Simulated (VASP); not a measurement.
Set up this calculation in VASP 6.6.1, as the native input.

```
Task                   : single point
Functional             : PBEsol
Potentials or basis    : VASP PAW PBE potentials, release 64 (Mg, S)
Cutoff                 : 520 eV
k mesh                 : 8 × 8 × 8
Occupations            : gaussian, width 0.05 eV
Spin                   : no spin polarisation
Dipole correction      : no
Further INCAR settings : ALGO = Normal; EDIFF = 1e-06; NBANDS = 11
```

The structure of MgS lies in POSCAR:

```
MgS
1.0
    0.0000000000      2.6016500000      2.6016500000
    2.6016500000      0.0000000000      2.6016500000
    2.6016500000      2.6016500000      0.0000000000
Mg S
1 1
Direct
    0.0679479159      0.0000000000      0.0000000000
    0.5000000000      0.5000000000      0.5000000000
```

This cell differs from its parent crystal: all Mg atoms moved -0.250 Å, as atom 1 towards its neighbour atom 1 (Mg) at 3.679 Å.

These files were run (other wordings do the same):

INCAR

```
  PREC = Accurate
  ENCUT = 520
  EDIFF = 1E-6
  ISMEAR = 0
  SIGMA = 0.05
  LREAL = F
  LASPH = T
  NELM = 80
  ALGO = Normal
  ISIF = 2
  LWAVE = F
  LCHARG = F
  GGA = PS
  NBANDS = 11
```

KPOINTS

```
regular mesh
0
Gamma
  8 8 8
```

Potentials or basis: VASP PAW PBE potentials, release 64 (Mg, S).

Launch:

```sh
$ cat potpaw_PBE.64/Mg/POTCAR potpaw_PBE.64/S/POTCAR > POTCAR
$ mpirun -np 1 vasp_std > vasp.out
```

It gave:

```json
{
  "Pressure": "0.9 GPa",
  "Largest force": "0.765 eV/Å",
  "Band gap on the k mesh": "2.72 eV, indirect (least direct gap 3.58 eV)"
}
```

Caveat: the cell differs from its parent crystal (all Mg atoms moved -0.250 Å, as atom 1 towards its neighbour atom 1 (Mg) at 3.679 Å); the PAW data sets were made with another functional, which shifts forces and pressure a little.

Run time: 27 s on 1 thread of Intel Xeon 6975P-C, on a shared host, peak memory 0.18 GiB.
